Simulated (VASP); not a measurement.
# Ge (Fm-3m) in VASP: single point with r2SCAN

Aim: the single point of Ge with r2SCAN.

All numbers are computed with VASP 6.6.1; they aren't measurements. Logs are shortened: lines on timing, memory, paths and dates and some standing lists are left out, and cuts for length are marked.

## (1) The cell of the first run

The structure is cubic, space group Fm-3m (No. 225). The conventional cell has a = 4.197 Å, b = 4.197 Å, c = 4.197 Å, α = 90.00°, β = 90.00°, γ = 90.00°. Ge (site symmetry m-3m) has 12 Ge at 2.97 Å within 3.9 Å.

## (2) Single point, r2SCAN

POSCAR reads:

```
Ge
1.0
    0.0000000000      2.0983605250      2.0983605250
    2.0983605250      0.0000000000      2.0983605250
    2.0983605250      2.0983605250      0.0000000000
Ge
1
Direct
    0.0000000000      0.0000000000      0.0000000000
```

INCAR.step1 reads:

```
SYSTEM = Ge
ALGO     = Normal         ! electronic algorithm
EDIFF    = 1E-4           ! SCF threshold, eV
ENCUT    = 520            ! plane-wave cutoff, eV
GGA      = PE             ! functional
ISMEAR   = 0              ! smearing method
LASPH    = .TRUE.         ! aspherical terms in the spheres
LCHARG   = .FALSE.        ! write CHGCAR
LREAL    = .FALSE.        ! projectors in reciprocal space
LWAVE    = .TRUE.         ! write WAVECAR
NBANDS   = 13             ! bands
NELM     = 60             ! most SCF steps
PREC     = Accurate       ! precision mode
SIGMA    = 0.1            ! smearing width, eV
```

INCAR.step2 reads:

```
SYSTEM = Ge
ALGO     = Normal         ! electronic algorithm
EDIFF    = 1E-6           ! SCF threshold, eV
ENCUT    = 520            ! plane-wave cutoff, eV
ISIF     = 2              ! what is computed and relaxed
ISMEAR   = 0              ! smearing method
ISTART   = 1            
LASPH    = .TRUE.         ! aspherical terms in the spheres
LCHARG   = .TRUE.         ! write CHGCAR
LELF     = .TRUE.         ! ELF
LMIXTAU  = .TRUE.       
LREAL    = .FALSE.        ! projectors in reciprocal space
LVHAR    = .TRUE.       
LWAVE    = .FALSE.        ! write WAVECAR
METAGGA  = R2SCAN         ! meta-GGA
NBANDS   = 13             ! bands
NELM     = 60             ! most SCF steps
PREC     = Accurate       ! precision mode
SIGMA    = 0.1            ! smearing width, eV
```

KPOINTS reads:

```
k-points
0
G
  8 8 8
  0 0 0
```

Potentials or basis: VASP PAW PBE potentials, release 64 (Ge_d).

Run with:

```
$ cat potpaw_PBE.64/Ge_d/POTCAR > POTCAR
$ cp INCAR.step1 INCAR
$ mpirun -np 1 vasp_std > vasp.out
$ cp INCAR.step2 INCAR
$ mpirun -np 1 vasp_std > vasp.out
```

OUTCAR:

```text
SYSTEM = Ge
   EDIFF = 1E-6
   ENCUT = 520
   ISIF = 2
   ISMEAR = 0
   ISTART = 1
   LASPH = .TRUE.
   LREAL = .FALSE.
   METAGGA = R2SCAN
   NELM = 60
   PREC = Accurate

 ion  position               nearest neighbor table
   1  0.000  0.000  0.000-

  LATTYP: Found a face centered cubic cell.
 ALAT       =     4.1967210500

  Lattice vectors:

 A1 = (   0.0000000000,   2.0983605250,   2.0983605250)
 A2 = (   2.0983605250,   0.0000000000,   2.0983605250)
 A3 = (   2.0983605250,   2.0983605250,   0.0000000000)

Analysis of symmetry for initial positions (statically):
=====================================================================
 Subroutine PRICEL returns:
 Original cell was already a primitive cell.

 Routine SETGRP: Setting up the symmetry group for a
 face centered cubic supercell.

 Subroutine GETGRP returns: Found 48 space group operations
 (whereof 48 operations were pure point group operations)
 out of a pool of 48 trial point group operations.

The static configuration has the point symmetry O_h .

Analysis of symmetry for dynamics (positions and initial velocities):
=====================================================================
 Subroutine PRICEL returns:
 Original cell was already a primitive cell.

 Routine SETGRP: Setting up the symmetry group for a
 face centered cubic supercell.

 Subroutine GETGRP returns: Found 48 space group operations
 (whereof 48 operations were pure point group operations)
 out of a pool of 48 trial point group operations.

The dynamic configuration has the point symmetry O_h .

 Subroutine INISYM returns: Found 48 space group operations
 (whereof 48 operations are pure point group operations),
 and found     1 'primitive' translations

----------------------------------------------------------------------------------------

                                     Primitive cell

  volume of cell :      18.4787

  direct lattice vectors                    reciprocal lattice vectors
     0.000000000  2.098360525  2.098360525    -0.238281265  0.238281265  0.238281265
     2.098360525  0.000000000  2.098360525     0.238281265 -0.238281265  0.238281265
     2.098360525  2.098360525  0.000000000     0.238281265  0.238281265 -0.238281265

  length of vectors
     2.967529913  2.967529913  2.967529913     0.412715257  0.412715257  0.412715257

  position of ions in fractional coordinates (direct lattice)
     0.000000000  0.000000000  0.000000000

  ion indices of the primitive-cell ions
   primitive index   ion index
                 1           1

[... 82 lines left out ...]
   NELECT =      14.0000    total number of electrons
   NUPDOWN=      -1.0000    fix difference up-down
   EMIN   =  10.00;   EMAX   =-10.00  energy-range for DOS
   EFERMI =   0.00;   METHOD = LEGACY
   ISMEAR =     0;   SIGMA  =   0.10  broadening in eV -4-tet -1-fermi 0-gaus
   EFERMI_NEDOS =   21; number of points for ismear=-14 and -15
   IALGO  =     38    algorithm
   IMIX   =      4    mixing-type and parameters
     AMIX     =   0.40;   BMIX     =  1.00
     AMIX_MAG =   1.60;   BMIX_MAG =  1.00
  volume/ion in A,a.u.               =      18.48       124.70
  Fermi-wavevector in a.u.,A,eV,Ry     =   1.492430  2.820284 30.304914  2.227348
  Thomas-Fermi vector in A             =   2.604959
   LORBIT       =      0    0 simple, 1 ext, 2 COOP (PROOUT), +10 PAW based schemes
   METAGGA = R2SCAN    functional components
   LHFCALC =     F    Hartree Fock is set to
   AEXX    =    0.0000 exact exchange contribution
   IVDW    =     0    specifies the selected vdW correction
   LEPSILON=     F    determine dielectric tensor
   LRPA    =     F    only Hartree local field effects (RPA)
 non-spin polarized calculation
 Gauss-broadening in eV      SIGMA  =   0.10
  energy-cutoff  :      520.00
  volume of cell :       18.48
 maximum number of plane-waves:       531
 NGX is ok and might be reduce to    24
   NGX = 11   NGY = 11   NGZ = 11

 number of electron      13.9999991 magnetization

 Free energy of the ion-electron system (eV)
  ---------------------------------------------------
  ext. energy  EPLUGINS =         0.00000000
  ---------------------------------------------------
  free energy    TOTEN  =       -13.30115256 eV

  energy without entropy =      -13.29600745  energy(sigma->0) =      -13.29858000

 E-fermi :   7.0299     XC(G=0): -12.5857

 val. band max:        7.0211066499   @ k =  -0.2500   0.1250   0.0000
 cond. band min:       7.3164684520   @ k =  -0.3750   0.5000   0.1250
 fundamental gap:      0.2953618021
 Fermi energy:         7.0299138281

 k-point     1 :       0.0000    0.0000    0.0000
  band No.  band energies     occupation
      1     -18.5607      2.00000
      2     -18.5607      2.00000
      3     -18.5606      2.00000
      4     -18.5036      2.00000
      5     -18.5036      2.00000
      6      -7.1441      2.00000
      7      16.6505      0.00000
      8      16.6508      0.00000
      9      16.6508      0.00000
     10      21.8219      0.00000
     11      21.8219      0.00000
     12      21.8220      0.00000
     13      22.9715      0.00000
[... 354 lines left out ...]
  band No.  band energies     occupation
      1     -18.5612      2.00000
      2     -18.5513      2.00000
      3     -18.5103      2.00000
      4     -18.4863      2.00000
      5     -18.4523      2.00000
      6      -0.3321      2.00000
      7       2.0608      2.00000
      8       8.9448      0.00000
      9      10.9003      0.00000
     10      18.9054      0.00000
     11      21.2282      0.00000
     12      27.0249      0.00000
     13      28.1298      0.00000

 [... further k-points ...]

------------------------ aborting loop because EDIFF is reached ----------------------------------------

  FORCE on cell =-STRESS in cart. coord.  units (eV):
  Direction    XX          YY          ZZ          XY          YZ          ZX
  --------------------------------------------------------------------------------------
  -------------------------------------------------------------------------------------
  Total        0.2568291      0.2568291      0.2568291      0.0000000      0.0000000      0.0000000
  in kB       22.2681712     22.2681712     22.2681712      0.0000000      0.0000000      0.0000000
  external PRESSURE =      22.2681712 kB  Pullay stress =       0.0000000 kB

 VOLUME and BASIS-vectors are now :
 -----------------------------------------------------------------------------
  energy-cutoff  :      520.00
  volume of cell :       18.48
      direct lattice vectors                 reciprocal lattice vectors
     0.000000000  2.098360525  2.098360525    -0.238281265  0.238281265  0.238281265
     2.098360525  0.000000000  2.098360525     0.238281265 -0.238281265  0.238281265
     2.098360525  2.098360525  0.000000000     0.238281265  0.238281265 -0.238281265

 POSITION                                       TOTAL-FORCE (eV/Angst)
 -----------------------------------------------------------------------------------
      0.00000      0.00000      0.00000         0.000000     -0.000000     -0.000000
 -----------------------------------------------------------------------------------
    total drift:                                0.000000      0.000000     -0.000000

  FREE ENERGIE OF THE ION-ELECTRON SYSTEM (eV)
  ---------------------------------------------------
  free  energy   TOTEN  =       -13.3011525559 eV

  energy  without entropy=      -13.2960074541  energy(sigma->0) =      -13.29858000
```

OUTCAR.step1:

```text
SYSTEM = Ge
   EDIFF = 1E-4
   ENCUT = 520
   GGA = PE
   ISMEAR = 0
   LASPH = .TRUE.
[... 602 lines left out ...]
 -----------------------------------------------------------------------------------
      0.00000      0.00000      0.00000        -0.000000     -0.000000     -0.000000
 -----------------------------------------------------------------------------------
    total drift:                               -0.000000      0.000000     -0.000000

  FREE ENERGIE OF THE ION-ELECTRON SYSTEM (eV)
  ---------------------------------------------------
  free  energy   TOTEN  =        -4.1844751754 eV

  energy  without entropy=       -4.1787708457  energy(sigma->0) =       -4.18162301
```

OSZICAR.step1:

```text
N       E                     dE             d eps       ncg     rms          rms(c)
DAV:   1     0.660502670065E+02    0.66050E+02   -0.72611E+03   868   0.298E+03
DAV:   2     0.191964878491E+01   -0.64131E+02   -0.61006E+02   804   0.453E+02
DAV:   3    -0.411895220048E+01   -0.60386E+01   -0.60162E+01   854   0.733E+01
DAV:   4    -0.419683464239E+01   -0.77882E-01   -0.77870E-01   909   0.920E+00
DAV:   5    -0.419758262855E+01   -0.74799E-03   -0.74798E-03   859   0.997E-01    0.114E+00
DAV:   6    -0.418868939119E+01    0.88932E-02   -0.53759E-03   969   0.158E+00    0.635E-01
DAV:   7    -0.418460907430E+01    0.40803E-02   -0.40080E-03   954   0.102E+00    0.528E-02
DAV:   8    -0.418447018296E+01    0.13889E-03   -0.34636E-04   899   0.442E-01    0.224E-02
DAV:   9    -0.418447517543E+01   -0.49925E-05   -0.44688E-06   452   0.259E-02
   1 F= -.41844752E+01 E0= -.41816230E+01  d E =-.570433E-02
```

It used 18 s of CPU time on 1 thread of Intel Xeon 6975P-C, with other jobs on the host.

Results:

```
Free energy            : -13.3012 eV
Pressure               : 2.2 GPa
Band gap on the k mesh : zero (band 7 reaches 16.65 eV, above the bottom of band 8 at 4.56 eV)
```

Caveat: the PAW data sets were made with another functional, which shifts forces and pressure a little.
